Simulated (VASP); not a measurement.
Input of a VASP 6.6.1 run:

The input INCAR:

```
SYSTEM = KI
PREC = Accurate
ENCUT = 520
EDIFF = 1E-6
ISMEAR = 0
SIGMA = 0.05
LREAL = .FALSE.
LASPH = .TRUE.
NELM = 60
ALGO = Normal
ISIF = 2
LWAVE = .FALSE.
LCHARG = .TRUE.
GGA = PE
LELF = .TRUE.
LVHAR = .TRUE.
NBANDS = 15
```

The input KPOINTS:

```
regular mesh
0
G
  6 6 6
  0 0 0
```

POSCAR

```
KI
1.0
    0.0000000000      3.7308188998      3.5873258652
    3.7308188998      0.0000000000      3.5873258652
    3.7308188998      3.7308188998      0.0000000000
K I
1 1
Direct
   -0.0177848354     -0.0177848354      0.0177848354
    0.5054793722      0.5054793722      0.4945206278
```

Potentials or basis: VASP PAW PBE potentials, release 64 (K_sv, I).

Command:

```sh
$ cat potpaw_PBE.64/K_sv/POTCAR potpaw_PBE.64/I/POTCAR > POTCAR
$ mpirun -np 1 vasp_std > vasp.out
```

Predict the pressure.

-0.5 GPa.

Predict the largest force.

0.164 eV/Å.

Predict the band gap on the k mesh.

3.70 eV, direct.

Stress tensor (GPa, compression positive):
```
-0.80  0.00  0.00
 0.00 -0.80  0.00
 0.00  0.00  0.07
```

Caveat: spin-orbit coupling is left out, which moves the levels of the heavy elements. Expect the measured gap to be larger: semilocal functionals such as PBE lack the derivative discontinuity.
